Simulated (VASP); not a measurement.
# SiC (Moissanite 3C) (F-43m) in VASP: a series of runs

The runs below take SiC (Moissanite 3C) through single point, relaxation of cell and atoms, with PBE, RPBE, LDA.

Everything below comes from runs of VASP 6.6.1. Logs are shortened: lines on timing, memory, paths and dates and some standing lists are left out, and cuts for length are marked.

**Experimental background.**

“Insight into the structural, elastic and electronic properties of a new orthorhombic 6O-SiC polytype”, 2020, pmc:7200658 quotes, for a bulk crystal of SiC: band gap 2.4 eV (indirect).

The results are compared with them further down.

### Step 1. The cell of the first run

Symmetry: F-43m, No. 216, cubic system. The conventional cell has a = 4.380 Å, b = 4.380 Å, c = 4.380 Å, α = 90.00°, β = 90.00°, γ = 90.00°. Si (site symmetry -43m) has 4 C at 1.90 Å within 2.5 Å. Within 2.5 Å of C (site symmetry -43m) lie 4 Si at 1.90 Å.

### Step 2. Single point, PBE

INCAR reads:

```
SYSTEM = SiC
PREC = Accurate
ENCUT = 520
EDIFF = 1E-6
ISMEAR = 0
SIGMA = 0.01
LREAL = .FALSE.
LASPH = .TRUE.
NELM = 60
ALGO = Normal
ISIF = 2
LWAVE = .FALSE.
LCHARG = .FALSE.
GGA = PE
NBANDS = 11
```

KPOINTS reads:

```
Automatic mesh
0
G
  8 8 8
  0 0 0
```

POSCAR reads:

```
SiC
1.0
    0.0000000000      2.1897909199      2.1897909199
    2.1897909199      0.0000000000      2.1897909199
    2.1897909199      2.1897909199      0.0000000000
Si C
1 1
Direct
    0.0000000000      0.0000000000      0.0000000000
    0.2500000000      0.2500000000      0.2500000000
```

Potentials or basis: VASP PAW PBE potentials, release 64 (Si, C).

Launch:

```sh
> cat potpaw_PBE.64/Si/POTCAR potpaw_PBE.64/C/POTCAR > POTCAR
> mpirun -np 1 vasp_std > vasp.out
```

OUTCAR:

```text
SYSTEM = SiC
   PREC = Accurate
   ENCUT = 520
   EDIFF = 1E-6
   ISMEAR = 0
   LREAL = .FALSE.
   LASPH = .TRUE.
   NELM = 60
   ISIF = 2
   GGA = PE

 ion  position               nearest neighbor table
   1  0.000  0.000  0.000-   2 1.90   2 1.90   2 1.90   2 1.90
   2  0.250  0.250  0.250-   1 1.90   1 1.90   1 1.90   1 1.90

  LATTYP: Found a face centered cubic cell.
 ALAT       =     4.3795818398

  Lattice vectors:

 A1 = (   0.0000000000,   2.1897909199,   2.1897909199)
 A2 = (   2.1897909199,   0.0000000000,   2.1897909199)
 A3 = (   2.1897909199,   2.1897909199,   0.0000000000)

Analysis of symmetry for initial positions (statically):
=====================================================================
 Subroutine PRICEL returns:
 Original cell was already a primitive cell.

 Routine SETGRP: Setting up the symmetry group for a
 face centered cubic supercell.

 Subroutine GETGRP returns: Found 24 space group operations
 (whereof 24 operations were pure point group operations)
 out of a pool of 48 trial point group operations.

The static configuration has the point symmetry T_d .

Analysis of symmetry for dynamics (positions and initial velocities):
=====================================================================
 Subroutine PRICEL returns:
 Original cell was already a primitive cell.

 Routine SETGRP: Setting up the symmetry group for a
 face centered cubic supercell.

 Subroutine GETGRP returns: Found 24 space group operations
 (whereof 24 operations were pure point group operations)
 out of a pool of 48 trial point group operations.

The dynamic configuration has the point symmetry T_d .

 Subroutine INISYM returns: Found 24 space group operations
 (whereof 24 operations are pure point group operations),
 and found     1 'primitive' translations

----------------------------------------------------------------------------------------

                                     Primitive cell

  volume of cell :      21.0009

  direct lattice vectors                    reciprocal lattice vectors
     0.000000000  2.189790920  2.189790920    -0.228332301  0.228332301  0.228332301
     2.189790920  0.000000000  2.189790920     0.228332301 -0.228332301  0.228332301
     2.189790920  2.189790920  0.000000000     0.228332301  0.228332301 -0.228332301

  length of vectors
     3.096832018  3.096832018  3.096832018     0.395483147  0.395483147  0.395483147

  position of ions in fractional coordinates (direct lattice)
     0.000000000  0.000000000  0.000000000
     0.250000000  0.250000000  0.250000000

  ion indices of the primitive-cell ions
[... 79 lines left out ...]
   IBRION =     -1    ionic relax: 0-MD 1-quasi-New 2-CG
   NFREE  =      0    steps in history (QN), initial steepest desc. (CG)
   ISIF   =      2    stress and relaxation
   ISYM   =      2    0-nonsym 1-usesym 2-fastsym
   POTIM  = 0.5000    time-step for ionic-motion
   TEBEG  =    0.0;   TEEND  =   0.0 temperature during run
   PSTRESS=    0.0 pullay stress
   NELECT =       8.0000    total number of electrons
   NUPDOWN=      -1.0000    fix difference up-down
   EMIN   =  10.00;   EMAX   =-10.00  energy-range for DOS
   EFERMI =   0.00;   METHOD = LEGACY
   ISMEAR =     0;   SIGMA  =   0.01  broadening in eV -4-tet -1-fermi 0-gaus
   EFERMI_NEDOS =   21; number of points for ismear=-14 and -15
   IALGO  =     38    algorithm
   IMIX   =      4    mixing-type and parameters
     AMIX     =   0.40;   BMIX     =  1.00
     AMIX_MAG =   1.60;   BMIX_MAG =  1.00
  volume/ion in A,a.u.               =      10.50        70.86
  Fermi-wavevector in a.u.,A,eV,Ry     =   1.186749  2.242630 19.162078  1.408373
  Thomas-Fermi vector in A             =   2.322915
   LORBIT       =      0    0 simple, 1 ext, 2 COOP (PROOUT), +10 PAW based schemes
   GGA     = PE    functional components
   LHFCALC =     F    Hartree Fock is set to
   AEXX    =    0.0000 exact exchange contribution
   IVDW    =     0    specifies the selected vdW correction
   LEPSILON=     F    determine dielectric tensor
   LRPA    =     F    only Hartree local field effects (RPA)
 non-spin polarized calculation
 Gauss-broadening in eV      SIGMA  =   0.01
  energy-cutoff  :      520.00
  volume of cell :       21.00
 maximum number of plane-waves:       588
   NGX = 11   NGY = 11   NGZ = 11

 number of electron       8.0000001 magnetization

 Free energy of the ion-electron system (eV)
  ---------------------------------------------------
  ext. energy  EPLUGINS =         0.00000000
  ---------------------------------------------------
  free energy    TOTEN  =       -15.05978815 eV

  energy without entropy =      -15.05978815  energy(sigma->0) =      -15.05978815

 E-fermi :   8.0287     XC(G=0): -11.2914

 val. band max:        7.9425310958   @ k =   0.0000   0.0000   0.0000
 cond. band min:       9.3121745726   @ k =   0.5000   0.5000   0.0000
 fundamental gap:      1.3696434768
 Fermi energy:         8.0287424345

 k-point     1 :       0.0000    0.0000    0.0000
  band No.  band energies     occupation
      1      -7.3453      2.00000
      2       7.9425      2.00000
      3       7.9425      2.00000
      4       7.9425      2.00000
      5      14.0027      0.00000
      6      15.1468      0.00000
      7      15.1468      0.00000
      8      15.1468      0.00000
      9      22.3619      0.00000
     10      22.3619      0.00000
     11      24.1933      0.00000
[... 309 lines left out ...]
 k-point    24 :      -0.3750    0.2500    0.1250
  band No.  band energies     occupation
      1      -3.1927      2.00000
      2       0.1820      2.00000
      3       4.2585      2.00000
      4       5.7056      2.00000
      5      13.1586      0.00000
      6      15.1142      0.00000
      7      17.9671      0.00000
      8      18.8178      0.00000
      9      21.2210      0.00000
     10      24.0316      0.00000
     11      27.0911      0.00000

 [... further k-points ...]
[... 5 lines left out ...]
  --------------------------------------------------------------------------------------
  -------------------------------------------------------------------------------------
  Total       -0.0026154     -0.0026154     -0.0026154      0.0000000      0.0000000      0.0000000
  in kB       -0.1995295     -0.1995295     -0.1995295      0.0000000      0.0000000      0.0000000
  external PRESSURE =      -0.1995295 kB  Pullay stress =       0.0000000 kB

 VOLUME and BASIS-vectors are now :
 -----------------------------------------------------------------------------
  energy-cutoff  :      520.00
  volume of cell :       21.00
      direct lattice vectors                 reciprocal lattice vectors
     0.000000000  2.189790920  2.189790920    -0.228332301  0.228332301  0.228332301
     2.189790920  0.000000000  2.189790920     0.228332301 -0.228332301  0.228332301
     2.189790920  2.189790920  0.000000000     0.228332301  0.228332301 -0.228332301

 POSITION                                       TOTAL-FORCE (eV/Angst)
 -----------------------------------------------------------------------------------
      0.00000      0.00000      0.00000        -0.000000     -0.000000      0.000000
      1.09490      1.09490      1.09490         0.000000      0.000000     -0.000000
 -----------------------------------------------------------------------------------
    total drift:                                0.000000      0.000000      0.000000

  FREE ENERGIE OF THE ION-ELECTRON SYSTEM (eV)
  ---------------------------------------------------
  free  energy   TOTEN  =       -15.0597881505 eV

  energy  without entropy=      -15.0597881505  energy(sigma->0) =      -15.05978815
```

Run time: 2.5 s. Hardware: 1 thread of Intel Xeon 6975P-C (Granite Rapids), shared host; peak memory 0.13 GiB.

What came out:

```yaml
Free_energy: -15.0598 eV
Pressure: 0.0 GPa
Band_gap_on_the_k_mesh: 1.37 eV, indirect (least direct gap 4.53 eV)
```

### Step 3. Single point, RPBE

This run uses another cell than the first one, of 10.66 Å³/atom, 1.015 times its volume.

INCAR reads:

```
PREC = Accurate
ENCUT = 520
EDIFF = 1E-6
ISMEAR = 0
SIGMA = 0.01
LREAL = False
LASPH = True
NELM = 60
ALGO = Normal
ISIF = 2
LWAVE = False
LCHARG = False
GGA = RP
NBANDS = 11
```

KPOINTS reads:

```
Automatic mesh
0
Gamma
  8 8 8
```

POSCAR reads:

```
SiC
1.0
    0.0000000000      2.2008709539      2.2008709539
    2.2008709539      0.0000000000      2.2008709539
    2.2008709539      2.2008709539      0.0000000000
Si C
1 1
Direct
    0.0000000000      0.0000000000      0.0000000000
    0.2500000000      0.2500000000      0.2500000000
```

Potentials or basis: VASP PAW PBE potentials, release 64 (Si, C).

Launch:

```sh
> cat potpaw_PBE.64/Si/POTCAR potpaw_PBE.64/C/POTCAR > POTCAR
> mpirun -np 1 vasp_std > vasp.out
```

OUTCAR:

```text
PREC = Accurate
   ENCUT = 520
   EDIFF = 1E-6
   ISMEAR = 0
   LREAL = False
   LASPH = True
   NELM = 60
   ISIF = 2
   GGA = RP

 ion  position               nearest neighbor table
   1  0.000  0.000  0.000-   2 1.91   2 1.91   2 1.91   2 1.91
   2  0.250  0.250  0.250-   1 1.91   1 1.91   1 1.91   1 1.91

  LATTYP: Found a face centered cubic cell.
 ALAT       =     4.4017419078

  Lattice vectors:

 A1 = (   0.0000000000,   2.2008709539,   2.2008709539)
 A2 = (   2.2008709539,   0.0000000000,   2.2008709539)
 A3 = (   2.2008709539,   2.2008709539,   0.0000000000)

Analysis of symmetry for initial positions (statically):
=====================================================================
 Subroutine PRICEL returns:
 Original cell was already a primitive cell.

 Routine SETGRP: Setting up the symmetry group for a
 face centered cubic supercell.

 Subroutine GETGRP returns: Found 24 space group operations
 (whereof 24 operations were pure point group operations)
 out of a pool of 48 trial point group operations.

The static configuration has the point symmetry T_d .

Analysis of symmetry for dynamics (positions and initial velocities):
[... 163 lines left out ...]
 fundamental gap:      1.3932885279
 Fermi energy:         7.9139419358

 k-point     1 :       0.0000    0.0000    0.0000
  band No.  band energies     occupation
      1      -7.3251      2.00000
      2       7.8628      2.00000
      3       7.8628      2.00000
      4       7.8628      2.00000
      5      13.7623      0.00000
      6      15.0114      0.00000
      7      15.0114      0.00000
      8      15.0114      0.00000
      9      22.1367      0.00000
     10      22.1367      0.00000
     11      24.0759      0.00000
[... 309 lines left out ...]
 k-point    24 :      -0.3750    0.2500    0.1250
  band No.  band energies     occupation
      1      -3.2606      2.00000
      2       0.1883      2.00000
      3       4.2138      2.00000
      4       5.6568      2.00000
      5      13.0706      0.00000
      6      14.9693      0.00000
      7      17.8088      0.00000
      8      18.6716      0.00000
      9      21.0461      0.00000
     10      23.8276      0.00000
     11      26.9091      0.00000

 [... further k-points ...]
[... 5 lines left out ...]
  --------------------------------------------------------------------------------------
  -------------------------------------------------------------------------------------
  Total       -0.0609951     -0.0609951     -0.0609951     -0.0000000     -0.0000000      0.0000000
  in kB       -4.5834463     -4.5834463     -4.5834463     -0.0000000     -0.0000000      0.0000000
  external PRESSURE =      -4.5834463 kB  Pullay stress =       0.0000000 kB

 VOLUME and BASIS-vectors are now :
 -----------------------------------------------------------------------------
  energy-cutoff  :      520.00
  volume of cell :       21.32
      direct lattice vectors                 reciprocal lattice vectors
     0.000000000  2.200870954  2.200870954    -0.227182788  0.227182788  0.227182788
     2.200870954  0.000000000  2.200870954     0.227182788 -0.227182788  0.227182788
     2.200870954  2.200870954  0.000000000     0.227182788  0.227182788 -0.227182788

 POSITION                                       TOTAL-FORCE (eV/Angst)
 -----------------------------------------------------------------------------------
      0.00000      0.00000      0.00000         0.000000     -0.000000      0.000000
      1.10044      1.10044      1.10044        -0.000000      0.000000     -0.000000
 -----------------------------------------------------------------------------------
    total drift:                                0.000000      0.000000      0.000000

  FREE ENERGIE OF THE ION-ELECTRON SYSTEM (eV)
  ---------------------------------------------------
  free  energy   TOTEN  =       -14.3236025507 eV

  energy  without entropy=      -14.3236025507  energy(sigma->0) =      -14.32360255
```

It took 2.5 s on 1 thread of Intel Xeon 6975P-C (Granite Rapids), shared host; peak memory 0.13 GiB.

What came out:

```
Free energy            : -14.3236 eV
Pressure               : -0.5 GPa
Band gap on the k mesh : 1.39 eV, indirect (least direct gap 4.51 eV)
```

Levels at points of the mesh, in eV from the valence-band top:
| k point | band 2 | band 3 | band 4 | band 5 | band 6 | band 7 |
| --- | --- | --- | --- | --- | --- | --- |
| (0.00, 0.00, 0.00) | 0.00 | 0.00 | 0.00 | 5.90 | 7.15 | 7.15 |
| (0.50, 0.00, 0.00) | -8.35 | -1.04 | -1.04 | 5.21 | 7.13 | 7.13 |
| (0.50, 0.50, 0.00) | -7.68 | -3.12 | -3.12 | 1.39 | 4.28 | 13.76 |

Caveat: the PAW data sets were made with another functional, which shifts forces and pressure a little.

### Step 4. Single point, LDA

This run uses another cell than the first one, of 10.14 Å³/atom, 0.966 times its volume.

INCAR reads:

```
SYSTEM = SiC
ALGO = Normal
EDIFF = 1E-6
ENCUT = 520
ISIF = 2
ISMEAR = 0
LASPH = .True.
LCHARG = .False.
LREAL = .False.
LWAVE = .False.
NBANDS = 11
NELM = 100
PREC = Accurate
SIGMA = 0.01
```

KPOINTS reads:

```
k-points
0
Gamma
  8 8 8
  0 0 0
```

POSCAR reads:

```
SiC
1.0
    0.0000000000      2.1644972947      2.1644972947
    2.1644972947      0.0000000000      2.1644972947
    2.1644972947      2.1644972947      0.0000000000
Si C
1 1
Direct
    0.0000000000      0.0000000000      0.0000000000
    0.2500000000      0.2500000000      0.2500000000
```

Potentials or basis: VASP PAW LDA potentials, release 64 (Si, C).

Launch:

```sh
> cat potpaw_LDA.64/Si/POTCAR potpaw_LDA.64/C/POTCAR > POTCAR
> mpirun -np 1 vasp_std > vasp.out
```

Run time: 2.1 s. Hardware: 1 thread of Intel Xeon 6975P-C (Granite Rapids), shared host; peak memory 0.12 GiB.

The run converged. Its results:

```yaml
Free_energy: -16.6414 eV
Pressure: 0.4 GPa
Band_gap_on_the_k_mesh: 1.29 eV, indirect (least direct gap 4.52 eV)
```

Levels at points of the mesh, in eV from the valence-band top:
```csv
k point,band 1,band 2,band 3,band 4,band 5,band 6,band 7,band 8,band 9
"(0.00, 0.00, 0.00)",-15.47,0.00,0.00,0.00,6.53,7.33,7.33,7.33,14.58
"(0.50, 0.00, 0.00)",-11.78,-8.67,-1.06,-1.06,5.57,7.21,7.21,10.03,16.18
"(0.50, 0.50, 0.00)",-10.28,-7.88,-3.23,-3.23,1.29,4.26,14.06,14.06,14.82
```

(Continued in part 2 of 3.)
